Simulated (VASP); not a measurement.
# Cs3Cu (I4/mmm) in VASP: further runs

Runs on Cs3Cu. Level: PBE. Tasks: single point, relaxation of cell and atoms.

Program: VASP 6.6.1. These are calculated values, not measurements. Logs are shortened: lines on timing, memory, paths and dates and some standing lists are left out, and cuts for length are marked.

## Step 1: The cell of the first run

The structure is tetragonal, space group I4/mmm (No. 139). The conventional cell has a = 6.373 Å, b = 6.373 Å, c = 12.965 Å, α = 90.00°, β = 90.00°, γ = 90.00°.

## Step 2: Single point, PBE

Input file INCAR:

```
PREC     = Accurate       # precision mode
ENCUT    = 520            # plane-wave cutoff, eV
EDIFF    = 1E-6           # SCF threshold, eV
ISMEAR   = 0              # smearing method
SIGMA    = 0.1            # smearing width, eV
LREAL    = F              # projectors in reciprocal space
LASPH    = T              # aspherical terms in the spheres
NELM     = 80             # most SCF steps
ALGO     = Fast           # electronic algorithm
ISIF     = 2              # what is computed and relaxed
LWAVE    = F              # write WAVECAR
LCHARG   = T              # write CHGCAR
GGA      = PE             # functional
LELF     = T              # ELF
LVHAR    = T            
NBANDS   = 27             # bands
```

Input file KPOINTS:

```
regular mesh
0
Gamma
  10 10 10
```

Input file POSCAR:

```
Cs3Cu
1.0
   -3.1867048460      3.1867048460      6.4824446025
    3.1867048460     -3.1867048460      6.4824446025
    3.1867048460      3.1867048460     -6.4824446025
Cs Cu
3 1
Direct
    0.5000000000      0.5000000000      0.0000000000
    0.2500000000      0.7500000000      0.5000000000
    0.7500000000      0.2500000000      0.5000000000
    0.0000000000      0.0000000000      0.0000000000
```

Potentials or basis: VASP PAW PBE potentials, release 64 (Cs_sv, Cu).

Launch:

```sh
cat potpaw_PBE.64/Cs_sv/POTCAR potpaw_PBE.64/Cu/POTCAR > POTCAR
mpirun -np 1 vasp_std > vasp.out
```

OUTCAR:

```text
PREC = Accurate
   ENCUT = 520
   EDIFF = 1E-6
   ISMEAR = 0
   LREAL = F
   LASPH = T
   NELM = 80
   ISIF = 2
   GGA = PE

 ion  position               nearest neighbor table
   1  0.500  0.500  0.000-
   2  0.250  0.750  0.500-
   3  0.750  0.250  0.500-
   4  0.000  0.000  0.000-

  LATTYP: Found a body centered tetragonal cell.
 ALAT       =     6.3734096920
 C/A-ratio  =     2.0342155662

  Lattice vectors:

 A1 = (  -3.1867048460,   3.1867048460,   6.4824446025)
 A2 = (   3.1867048460,  -3.1867048460,   6.4824446025)
 A3 = (   3.1867048460,   3.1867048460,  -6.4824446025)

Analysis of symmetry for initial positions (statically):
=====================================================================
 Subroutine PRICEL returns:
 Original cell was already a primitive cell.

 Routine SETGRP: Setting up the symmetry group for a
 body centered tetragonal supercell.

 Subroutine GETGRP returns: Found 16 space group operations
 (whereof 16 operations were pure point group operations)
 out of a pool of 16 trial point group operations.

The static configuration has the point symmetry D_4h.

Analysis of symmetry for dynamics (positions and initial velocities):
=====================================================================
 Subroutine PRICEL returns:
 Original cell was already a primitive cell.

 Routine SETGRP: Setting up the symmetry group for a
 body centered tetragonal supercell.

 Subroutine GETGRP returns: Found 16 space group operations
 (whereof 16 operations were pure point group operations)
 out of a pool of 16 trial point group operations.

The dynamic configuration has the point symmetry D_4h.

 Subroutine INISYM returns: Found 16 space group operations
 (whereof 16 operations are pure point group operations),
 and found     1 'primitive' translations

----------------------------------------------------------------------------------------

                                     Primitive cell

[... 86 lines left out ...]
   ISTART =      0    job   : 0-new  1-cont  2-samecut
   ICHARG =      2    charge: 1-file 2-atom 10-const
   ISPIN  =      1    spin polarized calculation?
   LNONCOLLINEAR =      F non collinear calculations
   LSORBIT =      F    spin-orbit coupling
   LASPH  =      T    aspherical Exc in radial PAW
   ENCUT  =  520.0 eV  38.22 Ry    6.18 a.u.  14.68 14.68 14.68*2*pi/ulx,y,z
   NELM   =     80;   NELMIN=  2; NELMDL= -5     # of ELM steps
   EDIFF  = 0.1E-05   stopping-criterion for ELM
   LREAL  =      F    real-space projection
   EDIFFG = 0.1E-04   stopping-criterion for IOM
   NSW    =      0    number of steps for IOM
   IBRION =     -1    ionic relax: 0-MD 1-quasi-New 2-CG
   NFREE  =      0    steps in history (QN), initial steepest desc. (CG)
   ISIF   =      2    stress and relaxation
   ISYM   =      2    0-nonsym 1-usesym 2-fastsym
   POTIM  = 0.5000    time-step for ionic-motion
   TEBEG  =    0.0;   TEEND  =   0.0 temperature during run
   PSTRESS=    0.0 pullay stress
   NELECT =      38.0000    total number of electrons
   NUPDOWN=      -1.0000    fix difference up-down
   EMIN   =  10.00;   EMAX   =-10.00  energy-range for DOS
   EFERMI =   0.00;   METHOD = LEGACY
   ISMEAR =     0;   SIGMA  =   0.10  broadening in eV -4-tet -1-fermi 0-gaus
   EFERMI_NEDOS =   21; number of points for ismear=-14 and -15
   IALGO  =     68    algorithm
   IMIX   =      4    mixing-type and parameters
     AMIX     =   0.40;   BMIX     =  1.00
     AMIX_MAG =   1.60;   BMIX_MAG =  1.00
  volume/ion in A,a.u.               =      65.83       444.24
  Fermi-wavevector in a.u.,A,eV,Ry     =   0.858701  1.622709 10.032488  0.737367
  Thomas-Fermi vector in A             =   1.975945
   LORBIT       =      0    0 simple, 1 ext, 2 COOP (PROOUT), +10 PAW based schemes
   GGA     = PE    functional components
   LHFCALC =     F    Hartree Fock is set to
   AEXX    =    0.0000 exact exchange contribution
   IVDW    =     0    specifies the selected vdW correction
   LEPSILON=     F    determine dielectric tensor
   LRPA    =     F    only Hartree local field effects (RPA)
 non-spin polarized calculation
 RMM-DIIS sequential band-by-band and
 Gauss-broadening in eV      SIGMA  =   0.10
  energy-cutoff  :      520.00
  volume of cell :      263.32
 maximum number of plane-waves:      7120
   NGX = 29   NGY = 29   NGZ = 29

 number of electron      37.9999996 magnetization

 Free energy of the ion-electron system (eV)
  ---------------------------------------------------
  ext. energy  EPLUGINS =         0.00000000
  ---------------------------------------------------
  free energy    TOTEN  =        -4.78201826 eV

  energy without entropy =       -4.77327648  energy(sigma->0) =       -4.77764737

 E-fermi :   1.4835     XC(G=0):  -6.6295

 val. band max:        1.4755087416   @ k =   0.4000   0.3000   0.1000
 cond. band min:       1.5035360676   @ k =   0.3000   0.3000   0.1000
 fundamental gap:      0.0280273260
 Fermi energy:         1.4835000805

 k-point     1 :       0.0000    0.0000    0.0000
  band No.  band energies     occupation
      1     -22.3706      2.00000
      2     -22.3061      2.00000
      3     -22.2842      2.00000
      4      -9.4393      2.00000
      5      -9.3277      2.00000
      6      -9.3277      2.00000
[... 709 lines left out ...]
     26       3.7259      0.00000
     27       3.9955      0.00000

 [... further k-points ...]

------------------------ aborting loop because EDIFF is reached ----------------------------------------

  FORCE on cell =-STRESS in cart. coord.  units (eV):
  Direction    XX          YY          ZZ          XY          YZ          ZX
  --------------------------------------------------------------------------------------
  -------------------------------------------------------------------------------------
  Total        0.0733808      0.0733808      0.0271655      0.0000000      0.0000000      0.0000000
  in kB        0.4464890      0.4464890      0.1652896      0.0000000      0.0000000      0.0000000
  external PRESSURE =       0.3527559 kB  Pullay stress =       0.0000000 kB

 VOLUME and BASIS-vectors are now :
 -----------------------------------------------------------------------------
  energy-cutoff  :      520.00
  volume of cell :      263.32
      direct lattice vectors                 reciprocal lattice vectors
    -3.186704846  3.186704846  6.482444603     0.000000000  0.156901886  0.077131396
     3.186704846 -3.186704846  6.482444603     0.156901886  0.000000000  0.077131396
     3.186704846  3.186704846 -6.482444603     0.156901886  0.156901886  0.000000000

 POSITION                                       TOTAL-FORCE (eV/Angst)
 -----------------------------------------------------------------------------------
      0.00000      0.00000      6.48244        -0.000000      0.000000     -0.000000
      3.18670     -0.00000      3.24122        -0.000000     -0.000000     -0.000000
     -0.00000      3.18670      3.24122         0.000000      0.000000      0.000000
      0.00000      0.00000      0.00000        -0.000000      0.000000     -0.000000
 -----------------------------------------------------------------------------------
    total drift:                               -0.000000     -0.000000      0.000000

  FREE ENERGIE OF THE ION-ELECTRON SYSTEM (eV)
  ---------------------------------------------------
  free  energy   TOTEN  =        -4.7820182594 eV

  energy  without entropy=       -4.7732764766  energy(sigma->0) =       -4.77764737
```

It took 15 min on 1 thread of AMD EPYC 9R45 (Zen 5), shared host; peak memory 0.9 GiB.

Results:

```
Free energy            : -4.7820 eV
Pressure               : 0.0 GPa
Band gap on the k mesh : zero (bands 19 and 20 overlap by 0.30 eV)
```

Levels at points of the mesh, in eV from the Fermi level:
| k point | band 17 | band 18 | band 19 | band 20 | band 21 | band 22 |
| --- | --- | --- | --- | --- | --- | --- |
| (0.00, 0.00, 0.00) | -1.57 | -1.57 | -0.17 | 0.30 | 1.16 | 1.16 |
| (0.50, 0.00, 0.00) | -1.57 | -1.56 | -0.59 | 0.46 | 1.02 | 1.04 |
| (0.50, 0.50, 0.00) | -1.57 | -1.56 | 0.03 | 0.43 | 0.49 | 0.99 |
| (0.50, 0.50, 0.50) | -1.58 | -1.58 | -0.91 | -0.01 | 0.95 | 1.28 |

Caveat: spin-orbit coupling is left out, which moves the levels of the heavy elements.

## Step 3: Relaxation of cell and atoms, PBE

This run uses another cell than the first one, of 37.45 Å³/atom.

Input file INCAR:

```
SYSTEM = Cs3Cu
  PREC = Accurate
  ENCUT = 600
  EDIFF = 1E-6
  ISMEAR = 0
  SIGMA = 0.1
  LREAL = .False.
  LASPH = .True.
  NELM = 100
  ALGO = Fast
  ISIF = 3
  LWAVE = .False.
  LCHARG = .False.
  GGA = PE
  IBRION = 2
  NSW = 90
  EDIFFG = -0.04
```

Input file KPOINTS:

```
regular mesh
0
Gamma
  6 6 6
  0 0 0
```

Input file POSCAR:

```
Cs3Cu
1.0
   -2.5593095701      2.5593095701      5.7168992995
    2.5593095701     -2.5593095701      5.7168992995
    2.5593095701      2.5593095701     -5.7168992995
Cs Cu
3 1
Direct
    0.5000000000      0.5000000000      0.0000000000
    0.2500000000      0.7500000000      0.5000000000
    0.7500000000      0.2500000000      0.5000000000
    0.0000000000      0.0000000000      0.0000000000
```

Potentials or basis: VASP PAW PBE potentials, release 64 (Cs_sv, Cu).

Launch:

```sh
cat potpaw_PBE.64/Cs_sv/POTCAR potpaw_PBE.64/Cu/POTCAR > POTCAR
mpirun -np 1 vasp_std > vasp.out
```

OUTCAR:

```text
SYSTEM = Cs3Cu
   PREC = Accurate
   ENCUT = 600
   EDIFF = 1E-6
   ISMEAR = 0
   LREAL = .False.
   LASPH = .True.
   NELM = 100
   ISIF = 3
   GGA = PE
   IBRION = 2
   NSW = 90
   EDIFFG = -0.04

 ion  position               nearest neighbor table
   1  0.500  0.500  0.000-
   2  0.250  0.750  0.500-
   3  0.750  0.250  0.500-
   4  0.000  0.000  0.000-

  LATTYP: Found a body centered tetragonal cell.
 ALAT       =     5.1186191402
 C/A-ratio  =     2.2337662338

  Lattice vectors:

 A1 = (  -2.5593095701,   2.5593095701,   5.7168992995)
 A2 = (   2.5593095701,  -2.5593095701,   5.7168992995)
 A3 = (   2.5593095701,   2.5593095701,  -5.7168992995)

Analysis of symmetry for initial positions (statically):
=====================================================================
 Subroutine PRICEL returns:
 Original cell was already a primitive cell.

 Routine SETGRP: Setting up the symmetry group for a
 body centered tetragonal supercell.

 Subroutine GETGRP returns: Found 16 space group operations
 (whereof 16 operations were pure point group operations)
 out of a pool of 16 trial point group operations.

The static configuration has the point symmetry D_4h.

Analysis of symmetry for dynamics (positions and initial velocities):
=====================================================================
 Subroutine PRICEL returns:
 Original cell was already a primitive cell.

 Routine SETGRP: Setting up the symmetry group for a
 body centered tetragonal supercell.

 Subroutine GETGRP returns: Found 16 space group operations
 (whereof 16 operations were pure point group operations)
 out of a pool of 16 trial point group operations.

The dynamic configuration has the point symmetry D_4h.

 Subroutine INISYM returns: Found 16 space group operations
[... 126 lines left out ...]
   GGA     = PE    functional components
   LHFCALC =     F    Hartree Fock is set to
   AEXX    =    0.0000 exact exchange contribution
   IVDW    =     0    specifies the selected vdW correction
   LEPSILON=     F    determine dielectric tensor
   LRPA    =     F    only Hartree local field effects (RPA)
 conjugate gradient relaxation of ions
 non-spin polarized calculation
 RMM-DIIS sequential band-by-band and
 Gauss-broadening in eV      SIGMA  =   0.10
  energy-cutoff  :      600.00
  volume of cell :      149.78
 maximum number of plane-waves:      5035
   NGX = 27   NGY = 27   NGZ = 27

--------------------------------------- Ionic step        1  -------------------------------------------

 number of electron      37.9999992 magnetization

 Free energy of the ion-electron system (eV)
  ---------------------------------------------------
  ext. energy  EPLUGINS =         0.00000000
  ---------------------------------------------------
  free energy    TOTEN  =        -3.62634608 eV

  energy without entropy =       -3.60793892  energy(sigma->0) =       -3.61714250

------------------------ aborting loop because EDIFF is reached ----------------------------------------

  FORCE on cell =-STRESS in cart. coord.  units (eV):
  Direction    XX          YY          ZZ          XY          YZ          ZX
  --------------------------------------------------------------------------------------
  -------------------------------------------------------------------------------------
  Total        4.5376543      4.5376543      3.8268705      0.0000000     -0.0000000      0.0000000
  in kB       48.5373219     48.5373219     40.9343762      0.0000000     -0.0000000      0.0000000
  external PRESSURE =      46.0030067 kB  Pullay stress =       0.0000000 kB
[... 291 lines left out ...]
--------------------------------------- Ionic step        9  -------------------------------------------

 number of electron      37.9999978 magnetization

 Free energy of the ion-electron system (eV)
  ---------------------------------------------------
  ext. energy  EPLUGINS =         0.00000000
  ---------------------------------------------------
  free energy    TOTEN  =        -4.75945618 eV

  energy without entropy =       -4.75322307  energy(sigma->0) =       -4.75633962

 E-fermi :   1.4555     XC(G=0):  -6.6117

 val. band max:        1.4130824228   @ k =   0.5000   0.5000   0.1667
 cond. band min:       1.4731972463   @ k =   0.5000   0.5000   0.5000
 fundamental gap:      0.0601148235
 Fermi energy:         1.4555345204

 k-point     1 :       0.0000    0.0000    0.0000
  band No.  band energies     occupation
      1     -22.4068      2.00000
      2     -22.3267      2.00000
      3     -22.2976      2.00000
      4      -9.4671      2.00000
      5      -9.3277      2.00000
      6      -9.3277      2.00000
[... 613 lines left out ...]
     22       2.6002      0.00000
     23       2.7426      0.00000

 [... further k-points ...]

------------------------ aborting loop because EDIFF is reached ----------------------------------------

  FORCE on cell =-STRESS in cart. coord.  units (eV):
  Direction    XX          YY          ZZ          XY          YZ          ZX
  --------------------------------------------------------------------------------------
  -------------------------------------------------------------------------------------
  Total       -0.0604994     -0.0604994     -0.0129950      0.0000000     -0.0000000      0.0000000
  in kB       -0.3660434     -0.3660434     -0.0786247      0.0000000     -0.0000000      0.0000000
  external PRESSURE =      -0.2702371 kB  Pullay stress =       0.0000000 kB
[... 19 lines left out ...]
  FREE ENERGIE OF THE ION-ELECTRON SYSTEM (eV)
  ---------------------------------------------------
  free  energy   TOTEN  =        -4.7594561761 eV

  energy  without entropy=       -4.7532230686  energy(sigma->0) =       -4.75633962

 reached required accuracy - stopping structural energy minimisation
```

Run time: 23 min. Hardware: 1 thread of AMD EPYC 9R45 (Zen 5), shared host; peak memory 0.47 GiB.

What came out:

| Item | Value |
| --- | --- |
| Free energy | -4.7595 eV |
| Relaxed volume | 66.20 Å³/atom |
| Relaxed cell | a = 7.861 Å, b = 7.861 Å, c = 7.861 Å, α = 131.76°, β = 131.76°, γ = 70.62° |
| Space group after relaxing (to 0.1 Å) | I4/mmm (No. 139) |
| Energy gained by relaxing | 283.3 meV/atom |
| Ionic steps | 9 |
| Pressure after relaxing | 0.0 GPa |
| Band gap on the k mesh | zero (bands 19 and 20 overlap by 0.25 eV) |

Step by step:
```csv
step,energy change (eV),largest force (eV/Å),pressure (GPa),volume (Å³)
1,0.0000,0.0000,4.60,149.78
2,-0.5444,0.0000,2.63,174.32
3,-1.0651,0.0000,0.61,231.40
4,-1.1221,0.0000,0.10,261.08
5,-1.1231,0.0000,-0.04,269.21
6,-1.1233,0.0000,0.01,266.36
7,-1.1255,0.0000,0.00,266.26
8,-1.1303,0.0000,-0.02,265.88
9,-1.1331,0.0000,-0.03,264.81
```

Final structure:
```xyz
4
Lattice="-3.2125 3.2125 6.4147 3.2125 -3.2125 6.4147 3.2125 3.2125 -6.4147" Properties=species:S:1:pos:R:3 pbc="T T T"
Cs    3.2125    3.2125    0.0000
Cs    3.2125    0.0000    3.2073
Cs    0.0000    3.2125    3.2073
Cu    3.2125    3.2125    6.4147
```

Levels at points of the mesh, in eV from the Fermi level:
```csv
k point,band 16,band 17,band 18,band 19,band 20,band 21,band 22,band 23
"(0.00, 0.00, 0.00)",-1.57,-1.55,-1.55,-0.12,0.34,1.14,1.14,1.27
"(0.50, 0.00, 0.00)",-1.56,-1.55,-1.54,-0.59,0.47,1.01,1.07,1.09
"(0.50, 0.50, 0.00)",-1.55,-1.55,-1.54,0.02,0.43,0.50,1.03,1.21
"(0.50, 0.50, 0.50)",-1.57,-1.57,-1.57,-0.87,0.02,0.93,1.30,1.30
```

Caveat: the volume moved by over 15 % at a fixed basis, so the end points are rough; spin-orbit coupling is left out, which moves the levels of the heavy elements.

The gap in the log of VASP goes by the Fermi energy; the results here count the filled bands.